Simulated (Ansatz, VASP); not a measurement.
CuO: VASP beside Ansatz

Contents of INCAR:

```
ALGO     = Normal         # electronic algorithm
EDIFF    = 1E-8           # SCF threshold, eV
ENCUT    = 520            # plane-wave cutoff, eV
GGA      = PE             # functional
ISIF     = 2              # what is computed and relaxed
ISMEAR   = -1             # smearing method
LASPH    = T              # aspherical terms in the spheres
LCHARG   = F              # write CHGCAR
LEFG     = T            
LREAL    = F              # projectors in reciprocal space
LWAVE    = F              # write WAVECAR
NBANDS   = 16             # bands
NELM     = 100            # most SCF steps
PREC     = Accurate       # precision mode
SIGMA    = 0.08           # smearing width, eV
```

Contents of KPOINTS:

```
k-points
0
Gamma
  16 16 16
```

Contents of POSCAR:

```
CuO
1.0
    0.0000000000      2.1400774145      2.1400774145
    2.1400774145      0.0000000000      2.1400774145
    2.1400774145      2.1400774145      0.0000000000
Cu O
1 1
Direct
    0.0000000000      0.0000000000      0.0000000000
    0.5000000000      0.5000000000      0.5000000000
```

Input for Ansatz:

```yaml
crystal:
  lattice:
    - [0.0, 2.1400774145, 2.1400774145]
    - [2.1400774145, 0.0, 2.1400774145]
    - [2.1400774145, 2.1400774145, 0.0]
  atoms:
    - { symbol: Cu, position: [0.0, 0.0, 0.0] }
    - { symbol: O, position: [0.5, 0.5, 0.5] }
kpoints:
  mp_grid: { grid: [16, 16, 16] }
scf:
  occupations: { method: fermi_dirac, width: 0.08 }
hamiltonian:
  xc: pbe
  pseudopotentials: { kind: paw }
output:
  forces: true
  stress: true
  eigenvalues: true
  efg: { contact_densities: true }
```

Change from the starting cell: volume scaled by 1.025, PAW files.

Alike in both runs: task electric field gradients; functional PBE; k mesh 16 × 16 × 16; occupations fermi-dirac, width 0.08 eV; no spin polarisation.

|  | VASP | Ansatz |
| --- | --- | --- |
| version | VASP 6.6.1 | Ansatz 0.2.0 |
| potentials or method | VASP PAW PBE potentials, release 64 (Cu, O) | PAW with Ansatz's default frozen-core files, scalar-relativistic |
| plane-wave cutoff (eV) | 520 | 420 |
| valence electrons in the cell | 17 | 25 |

|  | VASP | Ansatz | Ansatz less VASP |
| --- | --- | --- | --- |
| pressure (GPa) | -3.9 | -4.1 | -0.20 |

VASP's potentials hold 17 valence electrons a cell and Ansatz's 25, so a difference there can come from the potentials and not from the codes.
